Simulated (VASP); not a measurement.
# ReSbN (P4/nmm) in VASP: notebook

Aim: see how the results for ReSbN move with the level of theory and the settings. Levels: LDA+U, LDA. Tasks: single point.

Everything below comes from runs of VASP 6.6.1. Logs are shortened: lines on timing, memory, paths and dates and some standing lists are left out, and cuts for length are marked.

### Step 1. The cell of the first run

The structure is tetragonal, space group P4/nmm (No. 129). The conventional cell has a = 3.368 Å, b = 3.368 Å, c = 8.368 Å, α = 90.00°, β = 90.00°, γ = 90.00°. Re (site symmetry 4mm) has 4 N at 2.00 Å within 2.6 Å. Sb (site symmetry 4mm) has 5 Re at 2.94 to 3.88 Å and 4 N at 3.27 Å and 8 Sb at 3.37 to 3.65 Å within 3.9 Å. N (site symmetry -4m2) has 4 Re at 2.00 Å and 4 N at 2.38 Å within 2.6 Å.

### Step 2. Single point, LDA+U

INCAR

```
PREC     = Accurate       # precision mode
ENCUT    = 700            # plane-wave cutoff, eV
EDIFF    = 1E-6           # SCF threshold, eV
ISMEAR   = -1             # smearing method
SIGMA    = 0.05           # smearing width, eV
LREAL    = F              # projectors in reciprocal space
LASPH    = T              # aspherical terms in the spheres
NELM     = 200            # most SCF steps
ALGO     = Normal         # electronic algorithm
ISIF     = 2              # what is computed and relaxed
LWAVE    = F              # write WAVECAR
LCHARG   = F              # write CHGCAR
LMAXMIX  = 4              # l up to which the mixer works
LDAU     = T              # DFT+U
LDAUTYPE = 2            
LDAUL    = 2 -1 -1        # shell
LDAUU    = 3 0 0          # U, eV
LDAUJ    = 0 0 0        
LDAUPRINT= 1            
GGA      = CA             # functional
NBANDS   = 44             # bands
GGA_COMPAT= F
```

KPOINTS

```
regular mesh
0
Gamma
  8 8 3
```

POSCAR

```
ReSbN
1.0
    3.3676526877      0.0000000000      0.0000000000
    0.0000000000      3.3676526877      0.0000000000
    0.0000000000      0.0000000000      8.3680926579
Re Sb N
2 2 2
Direct
    0.0000000000      0.5000000000      0.8717282109
    0.5000000000      0.0000000000      0.1282717891
    0.0000000000      0.5000000000      0.3348475188
    0.5000000000      0.0000000000      0.6651524812
    0.0000000000      0.0000000000      0.0000000000
    0.5000000000      0.5000000000      0.0000000000
```

Potentials or basis: VASP PAW LDA potentials, release 64 (Re_sv_GW, Sb_d_GW, N).

Command:

```sh
cat potpaw_LDA.64/Re_sv_GW/POTCAR potpaw_LDA.64/Sb_d_GW/POTCAR potpaw_LDA.64/N/POTCAR > POTCAR
mpirun -np 1 vasp_std > vasp.out
```

OUTCAR:

```text
PREC = Accurate
   ENCUT = 700
   EDIFF = 1E-6
   ISMEAR = -1
   LREAL = F
   LASPH = T
   NELM = 200
   ISIF = 2
   GGA = CA

 ion  position               nearest neighbor table
   1  0.000  0.500  0.872-   5 2.00   6 2.00   5 2.00   6 2.00   4 2.94   4 2.94   4 2.94   4 2.94
                             2 3.21   2 3.21   2 3.21   2 3.21
   2  0.500  0.000  0.128-   5 2.00   6 2.00   6 2.00   5 2.00   3 2.94   3 2.94   3 2.94   3 2.94
                             1 3.21   1 3.21   1 3.21   1 3.21
   3  0.000  0.500  0.335-   2 2.94   2 2.94   2 2.94   2 2.94
   4  0.500  0.000  0.665-   1 2.94   1 2.94   1 2.94   1 2.94
   5  0.000  0.000  0.000-   1 2.00   2 2.00   1 2.00   2 2.00
   6  0.500  0.500  0.000-   1 2.00   2 2.00   2 2.00   1 2.00

  LATTYP: Found a simple tetragonal cell.
 ALAT       =     3.3676526877
 C/A-ratio  =     2.4848443215

  Lattice vectors:

 A1 = (   3.3676526877,   0.0000000000,   0.0000000000)
 A2 = (   0.0000000000,   3.3676526877,   0.0000000000)
 A3 = (   0.0000000000,   0.0000000000,   8.3680926579)

Analysis of symmetry for initial positions (statically):
=====================================================================
 Subroutine PRICEL returns:
 Original cell was already a primitive cell.

 Routine SETGRP: Setting up the symmetry group for a
 simple tetragonal supercell.

 Subroutine GETGRP returns: Found 16 space group operations
 (whereof  8 operations were pure point group operations)
 out of a pool of 16 trial point group operations.

The static configuration has the point symmetry D_2d.
 The point group associated with its full space group is D_4h.

Analysis of symmetry for dynamics (positions and initial velocities):
=====================================================================
 Subroutine PRICEL returns:
 Original cell was already a primitive cell.

 Routine SETGRP: Setting up the symmetry group for a
 simple tetragonal supercell.

 Subroutine GETGRP returns: Found 16 space group operations
 (whereof  8 operations were pure point group operations)
 out of a pool of 16 trial point group operations.

The dynamic configuration has the point symmetry D_2d.
 The point group associated with its full space group is D_4h.

 Subroutine INISYM returns: Found 16 space group operations
 (whereof  8 operations are pure point group operations),
 and found     1 'primitive' translations

----------------------------------------------------------------------------------------

                                     Primitive cell

  volume of cell :      94.9032

  direct lattice vectors                    reciprocal lattice vectors
     3.367652688  0.000000000  0.000000000     0.296942735  0.000000000  0.000000000
     0.000000000  3.367652688  0.000000000     0.000000000  0.296942735  0.000000000
     0.000000000  0.000000000  8.368092658     0.000000000  0.000000000  0.119501545

  length of vectors
     3.367652688  3.367652688  8.368092658     0.296942735  0.296942735  0.119501545

  position of ions in fractional coordinates (direct lattice)
     0.000000000  0.500000000  0.871728211
     0.500000000  0.000000000  0.128271789
     0.000000000  0.500000000  0.334847519
     0.500000000  0.000000000  0.665152481
     0.000000000  0.000000000  0.000000000
     0.500000000  0.500000000  0.000000000

  ion indices of the primitive-cell ions
   primitive index   ion index
                 1           1
                 2           2
                 3           3
                 4           4
                 5           5
                 6           6

[... 112 lines left out ...]

atom =   1  type =  1  l = 2

 onsite density matrix

spin component  1

  0.5229 -0.0000  0.0000 -0.0000  0.0000
 -0.0000  0.3787  0.0000  0.0000  0.0000
  0.0000  0.0000  0.5286  0.0000 -0.0000
 -0.0000  0.0000  0.0000  0.3787 -0.0000
  0.0000  0.0000 -0.0000 -0.0000  0.3191

spin component  2

  0.5229 -0.0000  0.0000 -0.0000  0.0000
 -0.0000  0.3787  0.0000  0.0000  0.0000
  0.0000  0.0000  0.5286  0.0000 -0.0000
 -0.0000  0.0000  0.0000  0.3787 -0.0000
  0.0000  0.0000 -0.0000 -0.0000  0.3191

 occupancies and eigenvectors

  o =  0.3191  v =  0.0000 -0.0000  0.0000 -0.0000  1.0000  0.0000  0.0000  0.0000  0.0000  0.0000      0.0000  0.0000  0.0000  0.0000  0.0000  0.0000  0.0000  0.0000  0.0000  0.0000
  o =  0.3191  v =  0.0000  0.0000  0.0000  0.0000  0.0000  0.0000 -0.0000  0.0000 -0.0000  1.0000      0.0000  0.0000  0.0000  0.0000  0.0000  0.0000  0.0000  0.0000  0.0000  0.0000
  o =  0.3787  v =  0.0000  0.9491  0.0000  0.3149  0.0000  0.0000  0.0000  0.0000  0.0000  0.0000      0.0000  0.0000  0.0000  0.0000  0.0000  0.0000  0.0000  0.0000  0.0000  0.0000
  o =  0.3787  v =  0.0000  0.0000  0.0000  0.0000  0.0000  0.0000  0.9491  0.0000  0.3149  0.0000      0.0000  0.0000  0.0000  0.0000  0.0000  0.0000  0.0000  0.0000  0.0000  0.0000
  o =  0.3787  v =  0.0000 -0.3149  0.0000  0.9491 -0.0000  0.0000  0.0000  0.0000  0.0000  0.0000      0.0000  0.0000  0.0000  0.0000  0.0000  0.0000  0.0000  0.0000  0.0000  0.0000
  o =  0.3787  v =  0.0000  0.0000  0.0000  0.0000  0.0000  0.0000 -0.3149  0.0000  0.9491 -0.0000      0.0000  0.0000  0.0000  0.0000  0.0000  0.0000  0.0000  0.0000  0.0000  0.0000
  o =  0.5229  v =  1.0000  0.0000  0.0000  0.0000  0.0000  0.0000  0.0000  0.0000  0.0000  0.0000      0.0000  0.0000  0.0000  0.0000  0.0000  0.0000  0.0000  0.0000  0.0000  0.0000
  o =  0.5229  v =  0.0000  0.0000  0.0000  0.0000  0.0000  1.0000  0.0000  0.0000  0.0000  0.0000      0.0000  0.0000  0.0000  0.0000  0.0000  0.0000  0.0000  0.0000  0.0000  0.0000
  o =  0.5286  v =  0.0000  0.0000  0.0000  0.0000  0.0000  0.0000  0.0000 -1.0000  0.0000  0.0000      0.0000  0.0000  0.0000  0.0000  0.0000  0.0000  0.0000  0.0000  0.0000  0.0000
  o =  0.5286  v =  0.0000  0.0000 -1.0000  0.0000  0.0000  0.0000  0.0000  0.0000  0.0000  0.0000      0.0000  0.0000  0.0000  0.0000  0.0000  0.0000  0.0000  0.0000  0.0000  0.0000

atom =   2  type =  1  l = 2

 onsite density matrix

spin component  1

  0.5229 -0.0000 -0.0000 -0.0000 -0.0000
 -0.0000  0.3787 -0.0000  0.0000  0.0000
 -0.0000 -0.0000  0.5286 -0.0000 -0.0000
 -0.0000  0.0000 -0.0000  0.3787  0.0000
 -0.0000  0.0000 -0.0000  0.0000  0.3191

spin component  2

  0.5229 -0.0000 -0.0000 -0.0000 -0.0000
 -0.0000  0.3787 -0.0000  0.0000  0.0000
 -0.0000 -0.0000  0.5286 -0.0000 -0.0000
 -0.0000  0.0000 -0.0000  0.3787  0.0000
 -0.0000  0.0000 -0.0000  0.0000  0.3191

 occupancies and eigenvectors

  o =  0.3191  v =  0.0000  0.0000 -0.0000  0.0000  1.0000  0.0000  0.0000  0.0000  0.0000  0.0000      0.0000  0.0000  0.0000  0.0000  0.0000  0.0000  0.0000  0.0000  0.0000  0.0000
  o =  0.3191  v =  0.0000  0.0000  0.0000  0.0000  0.0000  0.0000  0.0000 -0.0000  0.0000  1.0000      0.0000  0.0000  0.0000  0.0000  0.0000  0.0000  0.0000  0.0000  0.0000  0.0000
  o =  0.3787  v =  0.0000  0.9884  0.0000  0.1520 -0.0000  0.0000  0.0000  0.0000  0.0000  0.0000      0.0000  0.0000  0.0000  0.0000  0.0000  0.0000  0.0000  0.0000  0.0000  0.0000
  o =  0.3787  v =  0.0000  0.0000  0.0000  0.0000  0.0000  0.0000  0.9884  0.0000  0.1520 -0.0000      0.0000  0.0000  0.0000  0.0000  0.0000  0.0000  0.0000  0.0000  0.0000  0.0000
  o =  0.3787  v =  0.0000 -0.1520  0.0000  0.9884  0.0000  0.0000  0.0000  0.0000  0.0000  0.0000      0.0000  0.0000  0.0000  0.0000  0.0000  0.0000  0.0000  0.0000  0.0000  0.0000
  o =  0.3787  v =  0.0000  0.0000  0.0000  0.0000  0.0000  0.0000 -0.1520  0.0000  0.9884  0.0000      0.0000  0.0000  0.0000  0.0000  0.0000  0.0000  0.0000  0.0000  0.0000  0.0000
  o =  0.5229  v =  1.0000  0.0000  0.0000  0.0000  0.0000  0.0000  0.0000  0.0000  0.0000  0.0000      0.0000  0.0000  0.0000  0.0000  0.0000  0.0000  0.0000  0.0000  0.0000  0.0000
  o =  0.5229  v =  0.0000  0.0000  0.0000  0.0000  0.0000  1.0000  0.0000  0.0000  0.0000  0.0000      0.0000  0.0000  0.0000  0.0000  0.0000  0.0000  0.0000  0.0000  0.0000  0.0000
  o =  0.5286  v =  0.0000  0.0000  0.0000  0.0000  0.0000  0.0000  0.0000 -1.0000  0.0000 -0.0000      0.0000  0.0000  0.0000  0.0000  0.0000  0.0000  0.0000  0.0000  0.0000  0.0000
  o =  0.5286  v =  0.0000  0.0000 -1.0000  0.0000 -0.0000  0.0000  0.0000  0.0000  0.0000  0.0000      0.0000  0.0000  0.0000  0.0000  0.0000  0.0000  0.0000  0.0000  0.0000  0.0000

 number of electron      70.0000007 magnetization

 Free energy of the ion-electron system (eV)
  ---------------------------------------------------
  ext. energy  EPLUGINS =         0.00000000
  ---------------------------------------------------
  free energy    TOTEN  =       -50.08535281 eV

  energy without entropy =      -50.07343612  energy(sigma->0) =      -50.07939447

 E-fermi :   8.5473     XC(G=0): -12.2716

 val. band max:        8.5349692040   @ k =   0.2500   0.0000   0.0000
 cond. band min:       8.5921716586   @ k =   0.5000   0.1250   0.0000
 fundamental gap:      0.0572024546
 Fermi energy:         8.5472591327

 k-point     1 :       0.0000    0.0000    0.0000
  band No.  band energies     occupation
      1     -71.6893      2.00000
      2     -71.6772      2.00000
      3     -33.8952      2.00000
      4     -33.8952      2.00000
      5     -33.8256      2.00000
      6     -33.8117      2.00000
[... 1117 lines left out ...]
     43      12.9016      0.00000
     44      12.9025      0.00000

 [... further k-points ...]

------------------------ aborting loop because EDIFF is reached ----------------------------------------

  FORCE on cell =-STRESS in cart. coord.  units (eV):
  Direction    XX          YY          ZZ          XY          YZ          ZX
  --------------------------------------------------------------------------------------
  -------------------------------------------------------------------------------------
  Total        1.3676355      1.3676355      1.2199025      0.0000000      0.0000000      0.0000000
  in kB       23.0887210     23.0887210     20.5946607      0.0000000      0.0000000      0.0000000
  external PRESSURE =      22.2573676 kB  Pullay stress =       0.0000000 kB

 VOLUME and BASIS-vectors are now :
 -----------------------------------------------------------------------------
  energy-cutoff  :      700.00
  volume of cell :       94.90
      direct lattice vectors                 reciprocal lattice vectors
     3.367652688  0.000000000  0.000000000     0.296942735  0.000000000  0.000000000
     0.000000000  3.367652688  0.000000000     0.000000000  0.296942735  0.000000000
     0.000000000  0.000000000  8.368092658     0.000000000  0.000000000  0.119501545

 POSITION                                       TOTAL-FORCE (eV/Angst)
 -----------------------------------------------------------------------------------
      0.00000      1.68383      7.29470         0.000000      0.000000     -0.252510
      1.68383      0.00000      1.07339        -0.000000      0.000000      0.252510
      0.00000      1.68383      2.80204         0.000000      0.000000      0.103941
      1.68383      0.00000      5.56606        -0.000000     -0.000000     -0.103941
      0.00000      0.00000      0.00000         0.000000      0.000000      0.000000
      1.68383      1.68383      0.00000         0.000000     -0.000000      0.000000
 -----------------------------------------------------------------------------------
    total drift:                                0.000000      0.000000     -0.000000

  FREE ENERGIE OF THE ION-ELECTRON SYSTEM (eV)
  ---------------------------------------------------
  free  energy   TOTEN  =       -50.0853528119 eV

  energy  without entropy=      -50.0734361214  energy(sigma->0) =      -50.07939447
```

It took 4.8 min on 1 thread of Intel Xeon Platinum 8259CL at 2.50GHz (Skylake/Cascade Lake), shared host; peak memory 0.34 GiB.

Results:

* Free energy: -50.0854 eV
* Pressure: 2.2 GPa
* Largest force: 0.253 eV/Å
* Band gap on the k mesh: zero (bands 35 and 36 overlap by 1.92 eV)

Forces on the atoms (eV/Å):
```
Re   0.000  0.000 -0.253
Re   0.000  0.000  0.253
Sb   0.000  0.000  0.104
Sb   0.000  0.000 -0.104
N    0.000  0.000  0.000
N    0.000  0.000  0.000
```

Stress tensor (GPa, compression positive):
```
2.31 0.00 0.00
0.00 2.31 0.00
0.00 0.00 2.06
```

Eigenvalues of the final occupation matrices:
```csv
site,spin,trace,eigenvalues
site 1 d,1,2.13,0.32 0.38 0.38 0.52 0.53
site 1 d,2,2.13,0.32 0.38 0.38 0.52 0.53
site 2 d,1,2.13,0.32 0.38 0.38 0.52 0.53
site 2 d,2,2.13,0.32 0.38 0.38 0.52 0.53
```

Caveat: spin-orbit coupling is left out, which moves the levels of the heavy elements; U without spin polarisation on a metal has little footing.

### Step 3. Single point, LDA

This run uses another cell than the first one, of 15.89 Å³/atom.

INCAR

```
SYSTEM = ReSbN
PREC = Accurate
ENCUT = 700
EDIFF = 1E-6
ISMEAR = -1
SIGMA = 0.05
LREAL = .False.
LASPH = .True.
NELM = 120
ALGO = Normal
ISIF = 2
LWAVE = .False.
LCHARG = .False.
NBANDS = 44
GGA_COMPAT = .False.
```

KPOINTS

```
Automatic mesh
0
Gamma
  8 8 3
  0 0 0
```

POSCAR

```
ReSbN
1.0
    3.3667734222      0.0000000000      0.0000000000
    0.0000000000      3.3667734222      0.0000000000
    0.0000000000      0.0000000000      8.4132352362
Re Sb N
2 2 2
Direct
    0.0000000000      0.5000000000      0.8725564491
    0.5000000000      0.0000000000      0.1274435509
    0.0000000000      0.5000000000      0.3340232965
    0.5000000000      0.0000000000      0.6659767035
    0.0000000000      0.0000000000      0.0000000000
    0.5000000000      0.5000000000      0.0000000000
```

Potentials or basis: VASP PAW LDA potentials, release 64 (Re_sv_GW, Sb_d_GW, N).

Command:

```sh
cat potpaw_LDA.64/Re_sv_GW/POTCAR potpaw_LDA.64/Sb_d_GW/POTCAR potpaw_LDA.64/N/POTCAR > POTCAR
mpirun -np 1 vasp_std > vasp.out
```

OUTCAR:

```text
SYSTEM = ReSbN
   PREC = Accurate
   ENCUT = 700
   EDIFF = 1E-6
   ISMEAR = -1
   LREAL = .False.
   LASPH = .True.
   NELM = 120
   ISIF = 2

 ion  position               nearest neighbor table
   1  0.000  0.500  0.873-   5 2.00   6 2.00   5 2.00   6 2.00   4 2.95   4 2.95   4 2.95   4 2.95
                             2 3.20   2 3.20   2 3.20   2 3.20
   2  0.500  0.000  0.127-   5 2.00   6 2.00   6 2.00   5 2.00   3 2.95   3 2.95   3 2.95   3 2.95
                             1 3.20   1 3.20   1 3.20   1 3.20
   3  0.000  0.500  0.334-   2 2.95   2 2.95   2 2.95   2 2.95
   4  0.500  0.000  0.666-   1 2.95   1 2.95   1 2.95   1 2.95
   5  0.000  0.000  0.000-   1 2.00   2 2.00   1 2.00   2 2.00
   6  0.500  0.500  0.000-   1 2.00   2 2.00   2 2.00   1 2.00

  LATTYP: Found a simple tetragonal cell.
 ALAT       =     3.3667734222
 C/A-ratio  =     2.4989015241

  Lattice vectors:

 A1 = (   3.3667734222,   0.0000000000,   0.0000000000)
 A2 = (   0.0000000000,   3.3667734222,   0.0000000000)
 A3 = (   0.0000000000,   0.0000000000,   8.4132352362)

Analysis of symmetry for initial positions (statically):
[... 188 lines left out ...]
 Fermi energy:         8.4921390761

 k-point     1 :       0.0000    0.0000    0.0000
  band No.  band energies     occupation
      1     -71.6634      2.00000
      2     -71.6511      2.00000
      3     -33.8776      2.00000
      4     -33.8776      2.00000
      5     -33.8146      2.00000
      6     -33.7924      2.00000
[... 1117 lines left out ...]
     43      12.7569      0.00000
     44      12.7599      0.00000

 [... further k-points ...]

------------------------ aborting loop because EDIFF is reached ----------------------------------------

  FORCE on cell =-STRESS in cart. coord.  units (eV):
  Direction    XX          YY          ZZ          XY          YZ          ZX
  --------------------------------------------------------------------------------------
  -------------------------------------------------------------------------------------
  Total        0.4011371      0.4011371      0.2957636      0.0000000      0.0000000      0.0000000
  in kB        6.7392665      6.7392665      4.9689493      0.0000000      0.0000000      0.0000000
  external PRESSURE =       6.1491608 kB  Pullay stress =       0.0000000 kB

 VOLUME and BASIS-vectors are now :
 -----------------------------------------------------------------------------
  energy-cutoff  :      700.00
  volume of cell :       95.37
      direct lattice vectors                 reciprocal lattice vectors
     3.366773422  0.000000000  0.000000000     0.297020285  0.000000000  0.000000000
     0.000000000  3.366773422  0.000000000     0.000000000  0.297020285  0.000000000
     0.000000000  0.000000000  8.413235236     0.000000000  0.000000000  0.118860340

 POSITION                                       TOTAL-FORCE (eV/Angst)
 -----------------------------------------------------------------------------------
      0.00000      1.68339      7.34102         0.000000     -0.000000     -0.116081
      1.68339      0.00000      1.07221        -0.000000     -0.000000      0.116081
      0.00000      1.68339      2.81022        -0.000000      0.000000      0.025512
      1.68339      0.00000      5.60302         0.000000     -0.000000     -0.025512
      0.00000      0.00000      0.00000         0.000000     -0.000000     -0.000000
      1.68339      1.68339      0.00000        -0.000000      0.000000     -0.000000
 -----------------------------------------------------------------------------------
    total drift:                                0.000000      0.000000      0.000000

  FREE ENERGIE OF THE ION-ELECTRON SYSTEM (eV)
  ---------------------------------------------------
  free  energy   TOTEN  =       -57.2442747683 eV

  energy  without entropy=      -57.2319630369  energy(sigma->0) =      -57.23811890
```

OSZICAR:

```text
N       E                     dE             d eps       ncg     rms          rms(c)
DAV:   1     0.116922478284E+04    0.11692E+04   -0.33348E+04  4292   0.181E+04
DAV:   2     0.152968442603E+03   -0.10163E+04   -0.98268E+03  5124   0.298E+03
[... 11 lines left out ...]
DAV:  14    -0.572465334916E+02   -0.12189E-02   -0.23354E-02  4752   0.136E+00    0.105E+01
DAV:  15    -0.572446805945E+02    0.18529E-02   -0.37623E-03  4224   0.448E-01    0.397E+00
DAV:  16    -0.572442727703E+02    0.40782E-03   -0.20417E-03  4816   0.342E-01    0.240E-01
DAV:  17    -0.572442763906E+02   -0.36203E-05   -0.96720E-05  3712   0.839E-02    0.337E-01
DAV:  18    -0.572442748186E+02    0.15720E-05   -0.10904E-05  3744   0.388E-02    0.135E-01
DAV:  19    -0.572442747683E+02    0.50213E-07   -0.84422E-07  2152   0.176E-02
   1 F= -.57244275E+02 E0= -.57238119E+02  d E =-.123117E-01
```

Wall time 2.7 min (1 thread of AMD EPYC 9R45 (Zen 5), shared host); peak memory 0.31 GiB.

What came out:

```
Free energy            : -57.2443 eV
Pressure               : 0.6 GPa
Largest force          : 0.116 eV/Å
Band gap on the k mesh : zero (bands 35 and 36 overlap by 1.86 eV)
```

Forces in eV/Å, atoms in the order of the input:
```
Re   0.000  0.000 -0.116
Re   0.000  0.000  0.116
Sb   0.000  0.000  0.026
Sb   0.000  0.000 -0.026
N    0.000  0.000  0.000
N    0.000  0.000  0.000
```

Stress tensor (GPa, compression positive):
```
0.67 0.00 0.00
0.00 0.67 0.00
0.00 0.00 0.50
```

Levels at points of the mesh, in eV from the Fermi level:
| k point | band 32 | band 33 | band 34 | band 35 | band 36 | band 37 | band 38 | band 39 |
| --- | --- | --- | --- | --- | --- | --- | --- | --- |
| (0.00, 0.00, 0.00) | -0.05 | 0.31 | 0.38 | 0.38 | 1.13 | 1.68 | 1.70 | 1.70 |
| (0.50, 0.00, 0.00) | -2.15 | -1.17 | -1.17 | 0.23 | 0.23 | 2.43 | 2.43 | 3.42 |
| (0.50, 0.50, 0.00) | -3.60 | -1.77 | -1.77 | -0.43 | -0.43 | 1.16 | 1.16 | 2.50 |

Caveat: spin-orbit coupling is left out, which moves the levels of the heavy elements.

The gap in the log of VASP goes by the Fermi energy; the results here count the filled bands.